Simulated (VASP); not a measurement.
# In3GaP2 (P-4m2) in VASP: single point with PBE

Aim: the single point of In3GaP2 with PBE.

All numbers are computed with VASP 6.6.1; they aren't measurements. Logs are shortened: lines on timing, memory, paths and dates and some standing lists are left out, and cuts for length are marked.

## 1. The cell of the first run

The structure is tetragonal, space group P-4m2 (No. 115). The conventional cell has a = 4.465 Å, b = 4.465 Å, c = 7.890 Å, α = 90.00°, β = 90.00°, γ = 90.00°. In (site symmetry -4m2) has 6 In at 3.16 to 3.95 Å and 4 P at 3.39 Å within 4.2 Å. Within 4.2 Å of In (site symmetry -4m2) lie 4 In at 3.16 Å and 4 P at 3.39 Å and 2 Ga at 3.95 Å. Within 3.5 Å of In (site symmetry -4m2) lie 4 P at 2.63 Å and 4 Ga at 3.16 Å. Within 3.5 Å of Ga (site symmetry -4m2) lie 4 P at 2.63 Å and 4 In at 3.16 Å. Within 3.5 Å of P (site symmetry 2mm) lie 6 In at 2.63 to 3.39 Å and 2 Ga at 2.63 Å.

The cell was generated, and may not be a known phase.

## 2. Single point, PBE

Input file INCAR:

```
PREC = Accurate
ENCUT = 520
EDIFF = 1E-6
ISMEAR = 0
SIGMA = 0.1
LREAL = F
LASPH = T
NELM = 80
ALGO = Normal
ISIF = 2
LWAVE = F
LCHARG = T
GGA = PE
LELF = T
LVHAR = T
NBANDS = 40
```

Input file KPOINTS:

```
Automatic mesh
0
Gamma
  8 8 6
```

Input file POSCAR:

```
In3GaP2
1.0
    4.4648340200      0.0000000000      0.0000000000
    0.0000000000      4.4648340200      0.0000000000
    0.0000000000      0.0000000000      7.8900352852
In Ga P
3 1 2
Direct
    0.5000000000      0.5000000000      0.0000000000
    0.0000000000      0.0000000000      0.0000000000
    0.5000000000      0.5000000000      0.5000000000
    0.0000000000      0.0000000000      0.5000000000
    0.0000000000      0.5000000000      0.3233292218
    0.5000000000      0.0000000000      0.6766707782
```

Potentials or basis: VASP PAW PBE potentials, release 64 (In_d, Ga_d, P).

Command:

```console
cat potpaw_PBE.64/In_d/POTCAR potpaw_PBE.64/Ga_d/POTCAR potpaw_PBE.64/P/POTCAR > POTCAR
mpirun -np 1 vasp_std > vasp.out
```

OUTCAR:

```text
PREC = Accurate
   ENCUT = 520
   EDIFF = 1E-6
   ISMEAR = 0
   LREAL = F
   LASPH = T
   NELM = 80
   ISIF = 2
   GGA = PE

 ion  position               nearest neighbor table
   1  0.500  0.500  0.000-   2 3.16   2 3.16   2 3.16   2 3.16   6 3.39   6 3.39   5 3.39   5 3.39
                             3 3.95   3 3.95
   2  0.000  0.000  0.000-   1 3.16   1 3.16   1 3.16   1 3.16   5 3.39   6 3.39   6 3.39   5 3.39

   3  0.500  0.500  0.500-   5 2.63   6 2.63   6 2.63   5 2.63   4 3.16   4 3.16   4 3.16   4 3.16
                             1 3.95   1 3.95
   4  0.000  0.000  0.500-   5 2.63   6 2.63   5 2.63   6 2.63   3 3.16   3 3.16   3 3.16   3 3.16

   5  0.000  0.500  0.323-   3 2.63   4 2.63   4 2.63   3 2.63   2 3.39   1 3.39   1 3.39   2 3.39

   6  0.500  0.000  0.677-   3 2.63   4 2.63   3 2.63   4 2.63   1 3.39   1 3.39   2 3.39   2 3.39

  LATTYP: Found a simple tetragonal cell.
 ALAT       =     4.4648340200
 C/A-ratio  =     1.7671508616

  Lattice vectors:

 A1 = (   4.4648340200,   0.0000000000,   0.0000000000)
 A2 = (   0.0000000000,   4.4648340200,   0.0000000000)
 A3 = (   0.0000000000,   0.0000000000,   7.8900352852)

Analysis of symmetry for initial positions (statically):
=====================================================================
 Subroutine PRICEL returns:
 Original cell was already a primitive cell.

 Routine SETGRP: Setting up the symmetry group for a
 simple tetragonal supercell.

 Subroutine GETGRP returns: Found  8 space group operations
 (whereof  8 operations were pure point group operations)
 out of a pool of 16 trial point group operations.

The static configuration has the point symmetry D_2d.

Analysis of symmetry for dynamics (positions and initial velocities):
=====================================================================
 Subroutine PRICEL returns:
 Original cell was already a primitive cell.

 Routine SETGRP: Setting up the symmetry group for a
 simple tetragonal supercell.

 Subroutine GETGRP returns: Found  8 space group operations
 (whereof  8 operations were pure point group operations)
 out of a pool of 16 trial point group operations.

The dynamic configuration has the point symmetry D_2d.

 Subroutine INISYM returns: Found  8 space group operations
 (whereof  8 operations are pure point group operations),
 and found     1 'primitive' translations

----------------------------------------------------------------------------------------

                                     Primitive cell

  volume of cell :     157.2858

  direct lattice vectors                    reciprocal lattice vectors
     4.464834020  0.000000000  0.000000000     0.223972492  0.000000000  0.000000000
     0.000000000  4.464834020  0.000000000     0.000000000  0.223972492  0.000000000
     0.000000000  0.000000000  7.890035285     0.000000000  0.000000000  0.126742145

  length of vectors
     4.464834020  4.464834020  7.890035285     0.223972492  0.223972492  0.126742145

  position of ions in fractional coordinates (direct lattice)
     0.500000000  0.500000000  0.000000000
     0.000000000  0.000000000  0.000000000
     0.500000000  0.500000000  0.500000000
     0.000000000  0.000000000  0.500000000
     0.000000000  0.500000000  0.323329222
     0.500000000  0.000000000  0.676670778

  ion indices of the primitive-cell ions
   primitive index   ion index
                 1           1
                 2           2
                 3           3
                 4           4
                 5           5
                 6           6

----------------------------------------------------------------------------------------

 KPOINTS: Automatic mesh

Automatic generation of k-mesh.
 Grid dimensions read from file:
 generate k-points for:    8    8    6

 Generating k-lattice:

  Cartesian coordinates                     Fractional coordinates (reciprocal lattice)
     0.027996561  0.000000000  0.000000000     0.125000000  0.000000000  0.000000000
     0.000000000  0.027996561  0.000000000     0.000000000  0.125000000  0.000000000
     0.000000000  0.000000000  0.021123691     0.000000000  0.000000000  0.166666667

  Length of vectors
     0.027996561  0.027996561  0.021123691

  Shift w.r.t. Gamma in fractional coordinates (k-lattice)
     0.000000000  0.000000000  0.000000000

 Subroutine IBZKPT returns following result:
 ===========================================

 Found     60 irreducible k-points:

 Following reciprocal coordinates:
            Coordinates               Weight
  0.000000  0.000000  0.000000      1.000000
  0.125000  0.000000  0.000000      4.000000
  0.250000  0.000000  0.000000      4.000000
  0.375000  0.000000  0.000000      4.000000
  0.500000  0.000000  0.000000      2.000000
  0.125000  0.125000  0.000000      4.000000
[... 16 lines left out ...]
  0.375000  0.125000  0.166667     16.000000
  0.500000  0.125000  0.166667      8.000000
 [... further k-points ...]
   k-points           NKPTS =     60   k-points in BZ     NKDIM =     60   number of bands    NBANDS=     40
   number of dos      NEDOS =    301   number of ions     NIONS =      6
   total plane-waves  NPLWV =  77760
   dimension x,y,z NGX =    36 NGY =   36 NGZ =   60
   dimension x,y,z NGXF=    72 NGYF=   72 NGZF=  120
   ions per type =               3   1   2
   NGX,Y,Z   is equivalent  to a cutoff of  13.40, 13.40, 12.64 a.u.
   NGXF,Y,Z  is equivalent  to a cutoff of  26.81, 26.81, 25.28 a.u.
 SYSTEM =  unknown system
   PREC   = accura    normal or accurate (medium, high low for compatibility)
   ISTART =      0    job   : 0-new  1-cont  2-samecut
   ICHARG =      2    charge: 1-file 2-atom 10-const
   ISPIN  =      1    spin polarized calculation?
   LNONCOLLINEAR =      F non collinear calculations
   LSORBIT =      F    spin-orbit coupling
   LASPH  =      T    aspherical Exc in radial PAW
   ENCUT  =  520.0 eV  38.22 Ry    6.18 a.u.   8.30  8.30 14.67*2*pi/ulx,y,z
   NELM   =     80;   NELMIN=  2; NELMDL= -5     # of ELM steps
   EDIFF  = 0.1E-05   stopping-criterion for ELM
   LREAL  =      F    real-space projection
[... 7 lines left out ...]
   TEBEG  =    0.0;   TEEND  =   0.0 temperature during run
   PSTRESS=    0.0 pullay stress
   NELECT =      62.0000    total number of electrons
   NUPDOWN=      -1.0000    fix difference up-down
   EMIN   =  10.00;   EMAX   =-10.00  energy-range for DOS
   EFERMI =   0.00;   METHOD = LEGACY
   ISMEAR =     0;   SIGMA  =   0.10  broadening in eV -4-tet -1-fermi 0-gaus
   EFERMI_NEDOS =   21; number of points for ismear=-14 and -15
   IALGO  =     38    algorithm
   IMIX   =      4    mixing-type and parameters
     AMIX     =   0.40;   BMIX     =  1.00
     AMIX_MAG =   1.60;   BMIX_MAG =  1.00
  volume/ion in A,a.u.               =      26.21       176.90
  Fermi-wavevector in a.u.,A,eV,Ry     =   1.200353  2.268338 19.603908  1.440847
  Thomas-Fermi vector in A             =   2.336191
   LORBIT       =      0    0 simple, 1 ext, 2 COOP (PROOUT), +10 PAW based schemes
   GGA     = PE    functional components
   LHFCALC =     F    Hartree Fock is set to
   AEXX    =    0.0000 exact exchange contribution
   IVDW    =     0    specifies the selected vdW correction
   LEPSILON=     F    determine dielectric tensor
   LRPA    =     F    only Hartree local field effects (RPA)
 non-spin polarized calculation
 Gauss-broadening in eV      SIGMA  =   0.10
  energy-cutoff  :      520.00
  volume of cell :      157.29
 maximum number of plane-waves:      4274
 NGX is ok and might be reduce to    36
   NGX = 17   NGY = 17   NGZ = 29

 number of electron      62.0000001 magnetization

 Free energy of the ion-electron system (eV)
  ---------------------------------------------------
  ext. energy  EPLUGINS =         0.00000000
  ---------------------------------------------------
  free energy    TOTEN  =       -20.76375256 eV

  energy without entropy =      -20.74929621  energy(sigma->0) =      -20.75652438

 E-fermi :   5.5019     XC(G=0):  -9.3913

 val. band max:        5.4898888004   @ k =   0.2500   0.2500   0.0000
 cond. band min:       5.5037333494   @ k =   0.5000   0.2500   0.1667
 fundamental gap:      0.0138445490
 Fermi energy:         5.5018827325

 k-point     1 :       0.0000    0.0000    0.0000
  band No.  band energies     occupation
      1      -9.7157      2.00000
      2      -9.6469      2.00000
      3      -9.5623      2.00000
      4      -9.5480      2.00000
      5      -9.5480      2.00000
      6      -9.4353      2.00000
[... 32 lines left out ...]
     39      10.0945      0.00000
     40      11.2451      0.00000

 k-point     2 :       0.1250    0.0000    0.0000
  band No.  band energies     occupation
      1      -9.7012      2.00000
      2      -9.6351      2.00000
      3      -9.5602      2.00000
      4      -9.5454      2.00000
      5      -9.5449      2.00000
      6      -9.4118      2.00000
[... 32 lines left out ...]
     39       9.9425      0.00000
     40      10.5824      0.00000

 k-point     3 :       0.2500    0.0000    0.0000
  band No.  band energies     occupation
      1      -9.6623      2.00000
      2      -9.6024      2.00000
      3      -9.5594      2.00000
      4      -9.5388      2.00000
      5      -9.5327      2.00000
      6      -9.3853      2.00000
[... 32 lines left out ...]
     39       9.8550      0.00000
     40      10.1887      0.00000

 k-point     4 :       0.3750    0.0000    0.0000
  band No.  band energies     occupation
      1      -9.6135      2.00000
      2      -9.5621      2.00000
      3      -9.5591      2.00000
      4      -9.5319      2.00000
      5      -9.5173      2.00000
      6      -9.4068      2.00000
[... 32 lines left out ...]
     39       9.4917      0.00000
     40       9.6377      0.00000
[... 772 lines left out ...]
     39       9.2998      0.00000
     40       9.6710      0.00000

 k-point    23 :       0.3750    0.1250    0.1667
  band No.  band energies     occupation
      1      -9.6090      2.00000
      2      -9.5727      2.00000
      3      -9.5675      2.00000
      4      -9.5336      2.00000
      5      -9.5152      2.00000
      6      -9.4021      2.00000
[... 32 lines left out ...]
     39       9.6559      0.00000
     40       9.9350      0.00000

 k-point    24 :       0.5000    0.1250    0.1667
  band No.  band energies     occupation
      1      -9.5835      2.00000
      2      -9.5769      2.00000
      3      -9.5431      2.00000
      4      -9.5356      2.00000
      5      -9.5184      2.00000
      6      -9.4053      2.00000
[... 32 lines left out ...]
     39       9.9937      0.00000
     40      10.1202      0.00000

 [... further k-points ...]
[... 5 lines left out ...]
  --------------------------------------------------------------------------------------
  -------------------------------------------------------------------------------------
  Total       -0.0159391     -0.0159391     -0.0142289      0.0000000      0.0000000      0.0000000
  in kB       -0.1623623     -0.1623623     -0.1449419      0.0000000      0.0000000      0.0000000
  external PRESSURE =      -0.1565555 kB  Pullay stress =       0.0000000 kB

 VOLUME and BASIS-vectors are now :
 -----------------------------------------------------------------------------
  energy-cutoff  :      520.00
  volume of cell :      157.29
      direct lattice vectors                 reciprocal lattice vectors
     4.464834020  0.000000000  0.000000000     0.223972492  0.000000000  0.000000000
     0.000000000  4.464834020  0.000000000     0.000000000  0.223972492  0.000000000
     0.000000000  0.000000000  7.890035285     0.000000000  0.000000000  0.126742145

 POSITION                                       TOTAL-FORCE (eV/Angst)
 -----------------------------------------------------------------------------------
      2.23242      2.23242      0.00000        -0.000000      0.000000      0.000000
      0.00000      0.00000      0.00000        -0.000000     -0.000000      0.000000
      2.23242      2.23242      3.94502         0.000000     -0.000000      0.000000
      0.00000      0.00000      3.94502        -0.000000     -0.000000      0.000000
      0.00000      2.23242      2.55108        -0.000000     -0.000000      0.000455
      2.23242      0.00000      5.33896        -0.000000     -0.000000     -0.000455
 -----------------------------------------------------------------------------------
    total drift:                                0.000000      0.000000      0.000000

  FREE ENERGIE OF THE ION-ELECTRON SYSTEM (eV)
  ---------------------------------------------------
  free  energy   TOTEN  =       -20.7637525610 eV

  energy  without entropy=      -20.7492962071  energy(sigma->0) =      -20.75652438
```

Run time: 9.8 min. Hardware: 1 thread of Intel Xeon 8259CL, shared host; peak memory 0.49 GiB.

Results:

| Item | Value |
| --- | --- |
| Free energy | -20.7638 eV |
| Pressure | 0.0 GPa |
| Band gap on the k mesh | zero (bands 31 and 32 overlap by 2.09 eV) |

Caveat: spin-orbit coupling is left out, which moves the levels of the heavy elements.
